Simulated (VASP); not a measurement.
# Ni: single point with LDA

Crystal: Ni.

```xyz
1
Lattice="0.0000 1.7125 1.7125 1.7125 0.0000 1.7125 1.7125 1.7125 0.0000" Properties=species:S:1:pos:R:3 pbc="T T T"
Ni    0.0000    0.0000    0.0000
```

```yaml
Program: VASP 6.6.1
Task: single point
Functional: LDA
Potentials_or_basis: VASP PAW LDA potentials, release 64 (Ni)
Cutoff: 520 eV
k_mesh: 16 × 16 × 16
Occupations: methfessel-paxton, width 0.2 eV
Spin: collinear spin, ferromagnetic start
Starting_moments: "[0.607] μB"
```

| Quantity | Value |
| --- | --- |
| Pressure | -0.6 GPa |
| Net moment | 0.57 μB per cell |
| Site moments | Ni +0.57 μB |
| Valence electrons inside the program's atomic spheres | Ni 9.47 |

Levels at points of the mesh, in eV from the Fermi level:
Spin up:
```tsv
k point	band 2	band 3	band 4	band 5	band 6	band 7	band 8	band 9
(0.00, 0.00, 0.00)	-2.55	-2.55	-2.55	-1.25	-1.25	24.45	28.85	28.85
(0.50, 0.00, 0.00)	-2.56	-2.56	-0.47	-0.47	-0.40	6.32	22.93	25.98
(0.50, 0.50, 0.00)	-4.56	-0.44	-0.30	-0.30	2.51	10.03	15.53	15.53
```
Spin down:
| k point | band 2 | band 3 | band 4 | band 5 | band 6 | band 7 | band 8 | band 9 |
| --- | --- | --- | --- | --- | --- | --- | --- | --- |
| (0.00, 0.00, 0.00) | -1.96 | -1.96 | -1.96 | -0.72 | -0.72 | 24.44 | 28.89 | 28.89 |
| (0.50, 0.00, 0.00) | -2.03 | -2.03 | -0.37 | 0.15 | 0.15 | 6.69 | 22.91 | 26.10 |
| (0.50, 0.50, 0.00) | -4.07 | 0.12 | 0.38 | 0.38 | 2.56 | 10.30 | 15.60 | 15.60 |

It took 54 s on 1 thread of Intel Xeon 8259CL (shared host), peak memory 0.14 GiB.
